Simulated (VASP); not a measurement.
Input of a VASP 6.6.1 run:

Contents of INCAR:

```
PREC = Accurate
ENCUT = 600
EDIFF = 1E-6
ISMEAR = 0
SIGMA = 0.1
LREAL = F
LASPH = T
NELM = 120
ALGO = Normal
ISIF = 2
LWAVE = F
LCHARG = F
GGA = PE
NBANDS = 30
GGA_COMPAT = F
```

KPOINTS

```
Automatic mesh
0
Gamma
  6 6 2
```

The input POSCAR:

```
Ge2Sb2O
1.0
    4.7684148566      0.0000000000      0.0000000000
   -2.3842074283      4.1295684016      0.0000000000
    0.0000000000      0.0000000000      7.0082360721
Ge Sb O
2 2 1
Direct
    0.3333333333      0.6666666667      0.0000000000
    0.6666666667      0.3333333333      0.0000000000
    0.0000000000      0.0000000000      0.7104911833
    0.0000000000      0.0000000000      0.2895088167
    0.0000000000      0.0000000000      0.0000000000
```

Potentials or basis: VASP PAW PBE potentials, release 64 (Ge_d, Sb, O).

Command:

```sh
$ cat potpaw_PBE.64/Ge_d/POTCAR potpaw_PBE.64/Sb/POTCAR potpaw_PBE.64/O/POTCAR > POTCAR
$ mpirun -np 1 vasp_std > vasp.out
```

(1) Predict the pressure.

(2) What does it give for the largest force?

Answers

(1) 0.2 GPa.

(2) 0.012 eV/Å.

Caveat: the k points lie up to 0.45 Å⁻¹ apart, too coarse for converged energies and pressures of a metal.
